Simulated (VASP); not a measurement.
# Be7B (P-43m) in VASP: a series of runs, part 2 of 3

VASP 6.6.1. The steps go on from the part before.

## 3. Single point, PBE

This run uses another cell than the first one, of 13.96 Å³/atom.

INCAR reads:

```
PREC     = Accurate       # precision mode
ENCUT    = 520            # plane-wave cutoff, eV
EDIFF    = 1E-6           # SCF threshold, eV
ISMEAR   = 0              # smearing method
SIGMA    = 0.1            # smearing width, eV
LREAL    = F              # projectors in reciprocal space
LASPH    = T              # aspherical terms in the spheres
NELM     = 60             # most SCF steps
ALGO     = Normal         # electronic algorithm
ISIF     = 2              # what is computed and relaxed
LWAVE    = F              # write WAVECAR
LCHARG   = F              # write CHGCAR
GGA      = PE             # functional
NBANDS   = 18             # bands
```

KPOINTS reads:

```
Automatic mesh
0
Gamma
  4 4 4
```

POSCAR reads:

```
Be7B
1.0
    4.8161354835      0.0000000000      0.0000000000
    0.0000000000      4.8161354835      0.0000000000
    0.0000000000      0.0000000000      4.8161354835
Be B
7 1
Direct
    0.2074953987      0.2074953987      0.2074953987
    0.0000000000      0.5000000000      0.5000000000
    0.5000000000      0.5000000000      0.0000000000
    0.5000000000      0.0000000000      0.5000000000
    0.7925046013      0.2074953987      0.7925046013
    0.7925046013      0.7925046013      0.2074953987
    0.2074953987      0.7925046013      0.7925046013
    0.0000000000      0.0000000000      0.0000000000
```

Potentials or basis: VASP PAW PBE potentials, release 64 (Be, B).

Run with:

```console
> cat potpaw_PBE.64/Be/POTCAR potpaw_PBE.64/B/POTCAR > POTCAR
> mpirun -np 1 vasp_std > vasp.out
```

Run time: 13 s. Hardware: 1 thread of Intel Xeon Platinum 8488C (Sapphire Rapids), shared host; peak memory 0.19 GiB.

The run converged. Its results:

```
Free energy            : -21.3330 eV
Pressure               : 0.1 GPa
Largest force          : 0.013 eV/Å
Band gap on the k mesh : zero (an odd number of electrons rules out a gap without spin polarisation)
```

Forces on the atoms (eV/Å):
```
Be   0.007  0.007  0.007
Be   0.000  0.000  0.000
Be   0.000  0.000  0.000
Be   0.000  0.000  0.000
Be  -0.007  0.007 -0.007
Be  -0.007 -0.007  0.007
Be   0.007 -0.007 -0.007
B    0.000  0.000  0.000
```

Levels at points of the mesh, in eV from the Fermi level:
```tsv
k point	band 6	band 7	band 8	band 9	band 10	band 11
(0.00, 0.00, 0.00)	-2.27	-2.27	-0.22	-0.22	-0.22	1.07
(0.50, 0.00, 0.00)	-1.40	-1.14	-1.14	-1.09	-1.09	1.31
(0.50, 0.50, 0.00)	-1.80	-0.89	-0.89	0.13	0.13	0.72
(0.50, 0.50, 0.50)	-3.42	-3.42	-2.70	1.47	1.47	1.47
```

## 4. Relaxation of cell and atoms, PBE

INCAR reads:

```
SYSTEM = Be7B
PREC     = Accurate       ! precision mode
ENCUT    = 600            ! plane-wave cutoff, eV
EDIFF    = 1E-6           ! SCF threshold, eV
ISMEAR   = 0              ! smearing method
SIGMA    = 0.1            ! smearing width, eV
LREAL    = .False.        ! projectors in reciprocal space
LASPH    = .True.         ! aspherical terms in the spheres
NELM     = 100            ! most SCF steps
ALGO     = Normal         ! electronic algorithm
ISIF     = 3              ! what is computed and relaxed
LWAVE    = .False.        ! write WAVECAR
LCHARG   = .False.        ! write CHGCAR
GGA      = PE             ! functional
IBRION   = 2              ! ionic algorithm
NSW      = 90             ! ionic steps
EDIFFG   = -0.04          ! ionic threshold
```

KPOINTS reads:

```
regular mesh
0
Gamma
  4 4 4
  0 0 0
```

POSCAR reads:

```
Be7B
1.0
    4.2342332200      0.0000000000      0.0000000000
    0.0000000000      4.2342332200      0.0000000000
    0.0000000000      0.0000000000      4.2342332200
Be B
7 1
Direct
    0.2526152100      0.2526152100      0.2526152100
    0.0000000000      0.5000000000      0.5000000000
    0.5000000000      0.5000000000      0.0000000000
    0.5000000000      0.0000000000      0.5000000000
    0.7473847900      0.2526152100      0.7473847900
    0.7473847900      0.7473847900      0.2526152100
    0.2526152100      0.7473847900      0.7473847900
    0.0000000000      0.0000000000      0.0000000000
```

Potentials or basis: VASP PAW PBE potentials, release 64 (Be, B).

Run with:

```console
> cat potpaw_PBE.64/Be/POTCAR potpaw_PBE.64/B/POTCAR > POTCAR
> mpirun -np 1 vasp_std > vasp.out
```

OUTCAR:

```text
SYSTEM = Be7B
   PREC = Accurate
   ENCUT = 600
   EDIFF = 1E-6
   ISMEAR = 0
   LREAL = .False.
   LASPH = .True.
   NELM = 100
   ISIF = 3
   GGA = PE
   IBRION = 2
   NSW = 90
   EDIFFG = -0.04

 ion  position               nearest neighbor table
   1  0.253  0.253  0.253-   2 1.83   3 1.83   4 1.83   8 1.85
   2  0.000  0.500  0.500-   1 1.83   5 1.83   6 1.83   7 1.83
   3  0.500  0.500  0.000-   1 1.83   5 1.83   6 1.83   7 1.83
   4  0.500  0.000  0.500-   1 1.83   5 1.83   6 1.83   7 1.83
   5  0.747  0.253  0.747-   2 1.83   3 1.83   4 1.83   8 1.85
   6  0.747  0.747  0.253-   2 1.83   3 1.83   4 1.83   8 1.85
   7  0.253  0.747  0.747-   2 1.83   3 1.83   4 1.83   8 1.85
   8  0.000  0.000  0.000-   1 1.85   5 1.85   6 1.85   7 1.85

  LATTYP: Found a simple cubic cell.
 ALAT       =     4.2342332200

  Lattice vectors:

 A1 = (   4.2342332200,   0.0000000000,   0.0000000000)
 A2 = (   0.0000000000,   4.2342332200,   0.0000000000)
 A3 = (   0.0000000000,   0.0000000000,   4.2342332200)

Analysis of symmetry for initial positions (statically):
=====================================================================
 Subroutine PRICEL returns:
 Original cell was already a primitive cell.

 Routine SETGRP: Setting up the symmetry group for a
 simple cubic supercell.

 Subroutine GETGRP returns: Found 24 space group operations
 (whereof 24 operations were pure point group operations)
 out of a pool of 48 trial point group operations.

The static configuration has the point symmetry T_d .

Analysis of symmetry for dynamics (positions and initial velocities):
=====================================================================
[... 155 lines left out ...]
  free energy    TOTEN  =       -17.01769044 eV

  energy without entropy =      -16.99658682  energy(sigma->0) =      -17.00713863

 E-fermi :   4.3239     XC(G=0):  -9.9921

 val. band max:        4.3236536447   @ k =   0.2500   0.2500   0.2500
 cond. band min:       4.3507682990   @ k =   0.5000   0.5000   0.0000
 fundamental gap:      0.0271146543
 Fermi energy:         4.3238849268

 k-point     1 :       0.0000    0.0000    0.0000
  band No.  band energies     occupation
      1      -5.5169      2.00000
      2      -0.4038      2.00000
      3       1.1731      2.00000
      4       1.1731      2.00000
      5       1.1731      2.00000
      6       1.4856      2.00000
      7       1.4856      2.00000
      8       4.4005      0.27850
      9       4.4005      0.27850
     10       4.4005      0.27850
     11       5.0613      0.00000
     12       5.0613      0.00000
     13       5.0613      0.00000
[... 477 lines left out ...]
--------------------------------------- Ionic step        9  -------------------------------------------

 number of electron      17.0000001 magnetization

 Free energy of the ion-electron system (eV)
  ---------------------------------------------------
  ext. energy  EPLUGINS =         0.00000000
  ---------------------------------------------------
  free energy    TOTEN  =       -21.32966116 eV

  energy without entropy =      -21.31704513  energy(sigma->0) =      -21.32335314

 E-fermi :   2.0024     XC(G=0):  -8.6487

 val. band max:        1.9762196200   @ k =   0.2500   0.0000   0.0000
 cond. band min:       2.0729828403   @ k =   0.5000   0.2500   0.0000
 fundamental gap:      0.0967632204
 Fermi energy:         2.0023532220

 k-point     1 :       0.0000    0.0000    0.0000
  band No.  band energies     occupation
      1      -6.4989      2.00000
      2      -2.6998      2.00000
      3      -0.8534      2.00000
      4      -0.8534      2.00000
      5      -0.8534      2.00000
      6      -0.2488      2.00000
      7      -0.2488      2.00000
      8       1.7880      1.99757
      9       1.7880      1.99757
     10       1.7880      1.99757
     11       3.0775      0.00000
     12       3.0775      0.00000
     13       3.0775      0.00000
[... 177 lines left out ...]
  FREE ENERGIE OF THE ION-ELECTRON SYSTEM (eV)
  ---------------------------------------------------
  free  energy   TOTEN  =       -21.3296611583 eV

  energy  without entropy=      -21.3170451309  energy(sigma->0) =      -21.32335314

 reached required accuracy - stopping structural energy minimisation
```

OSZICAR:

```text
N       E                     dE             d eps       ncg     rms          rms(c)
DAV:   1     0.271334586922E+02    0.27133E+02   -0.72460E+03   260   0.122E+03
DAV:   2    -0.150503400974E+02   -0.42184E+02   -0.38772E+02   345   0.175E+02
DAV:   3    -0.175191184032E+02   -0.24688E+01   -0.23704E+01   365   0.338E+01
[... 80 lines left out ...]
DAV:   1    -0.213303925399E+02   -0.91180E-03   -0.27137E-02   260   0.108E+00    0.119E-01
DAV:   2    -0.213296848911E+02    0.70765E-03   -0.26700E-03   270   0.391E-01    0.291E-02
DAV:   3    -0.213296588417E+02    0.26049E-04   -0.31601E-04   265   0.134E-01    0.119E-02
DAV:   4    -0.213296611496E+02   -0.23080E-05   -0.32846E-05   308   0.381E-02    0.684E-03
DAV:   5    -0.213296611583E+02   -0.86816E-08   -0.33946E-06   260   0.133E-02
   9 F= -.21329661E+02 E0= -.21323353E+02  d E =-.101724E+01
```

CONTCAR:

```text
Be7B
   1.00000000000000
     4.8318856096937148   -0.0000000000000000    0.0000000000000000
    -0.0000000000000000    4.8318856096937148    0.0000000000000000
     0.0000000000000000    0.0000000000000000    4.8318856096937148
  Be              B
     7     1
Direct
     0.2070710441156093    0.2070710441156093    0.2070710441156093
     0.0000000000000000    0.5000000000000000    0.5000000000000000
     0.5000000000000000    0.5000000000000000    0.0000000000000000
     0.5000000000000000    0.0000000000000000    0.5000000000000000
     0.7929289558843907    0.2070710441156093    0.7929289558843907
     0.7929289558843907    0.7929289558843907    0.2070710441156093
     0.2070710441156093    0.7929289558843907    0.7929289558843907
     0.0000000000000000    0.0000000000000000    0.0000000000000000

  0.00000000E+00  0.00000000E+00  0.00000000E+00
  0.00000000E+00  0.00000000E+00  0.00000000E+00
  0.00000000E+00  0.00000000E+00  0.00000000E+00
  0.00000000E+00  0.00000000E+00  0.00000000E+00
  0.00000000E+00  0.00000000E+00  0.00000000E+00
  0.00000000E+00  0.00000000E+00  0.00000000E+00
  0.00000000E+00  0.00000000E+00  0.00000000E+00
  0.00000000E+00  0.00000000E+00  0.00000000E+00
```

Wall time 67 s (1 thread of Intel Xeon Platinum 8488C (Sapphire Rapids), shared host); peak memory 0.2 GiB.

What came out:

```yaml
Free_energy: -21.3297 eV
Relaxed_volume: 14.10 Å³/atom
Relaxed_cell: a = 4.832 Å, b = 4.832 Å, c = 4.832 Å, α = 90.00°, β = 90.00°, γ = 90.00°
Space_group_after_relaxing_to_0.1_Å: P-43m (No. 215)
Energy_gained_by_relaxing: 539.0 meV/atom
Ionic_steps: 9
Pressure_after_relaxing: -0.4 GPa
Largest_force_after_relaxing: 0.025 eV/Å
Band_gap_on_the_k_mesh: zero (an odd number of electrons rules out a gap without spin polarisation)
```

Forces on the atoms (eV/Å):
```
Be   0.014  0.014  0.014
Be   0.000  0.000  0.000
Be   0.000  0.000  0.000
Be   0.000  0.000  0.000
Be  -0.014  0.014 -0.014
Be  -0.014 -0.014  0.014
Be   0.014 -0.014 -0.014
B    0.000  0.000  0.000
```

Step by step:
| step | energy change (eV) | largest force (eV/Å) | pressure (GPa) | volume (Å³) |
| --- | --- | --- | --- | --- |
| 1 | 0.0000 | 1.4311 | 34.50 | 75.91 |
| 2 | -3.0360 | 1.4481 | 4.62 | 100.65 |
| 3 | -3.2427 | 1.3155 | -4.37 | 119.57 |
| 4 | -3.2947 | 1.3555 | -2.07 | 113.21 |
| 5 | -3.7044 | 1.2591 | -2.01 | 113.09 |
| 6 | -4.2637 | 0.5823 | 0.47 | 112.75 |
| 7 | -4.2903 | 0.3435 | -0.91 | 112.86 |
| 8 | -4.3118 | 0.0401 | -0.48 | 112.82 |
| 9 | -4.3120 | 0.0246 | -0.38 | 112.81 |

Final structure:
```
Be B
1.0
     4.83189    0.00000    0.00000
     0.00000    4.83189    0.00000
     0.00000    0.00000    4.83189
Be B
7 1
Direct
  0.20707 0.20707 0.20707
  0.00000 0.50000 0.50000
  0.50000 0.50000 0.00000
  0.50000 0.00000 0.50000
  0.79293 0.20707 0.79293
  0.79293 0.79293 0.20707
  0.20707 0.79293 0.79293
  0.00000 0.00000 0.00000
```

Levels at points of the mesh, in eV from the Fermi level:
```tsv
k point	band 4	band 5	band 6	band 7	band 8	band 9	band 10	band 11	band 12	band 13
(0.00, 0.00, 0.00)	-2.86	-2.86	-2.25	-2.25	-0.21	-0.21	-0.21	1.08	1.08	1.08
(0.50, 0.00, 0.00)	-2.26	-2.26	-1.39	-1.13	-1.13	-1.09	-1.07	1.31	1.31	1.97
(0.50, 0.50, 0.00)	-4.38	-1.88	-1.80	-0.89	-0.89	0.13	0.13	0.73	0.94	2.12
(0.50, 0.50, 0.50)	-4.23	-3.40	-3.40	-3.40	-2.67	1.46	1.46	1.46	3.40	3.40
```

Caveat: the k points lie up to 0.33 Å⁻¹ apart in the final cell, too coarse for converged energies and pressures of a metal; the volume moved by over 15 % at a fixed basis, so the end points are rough.

(Part 2 of 3 ends here.)
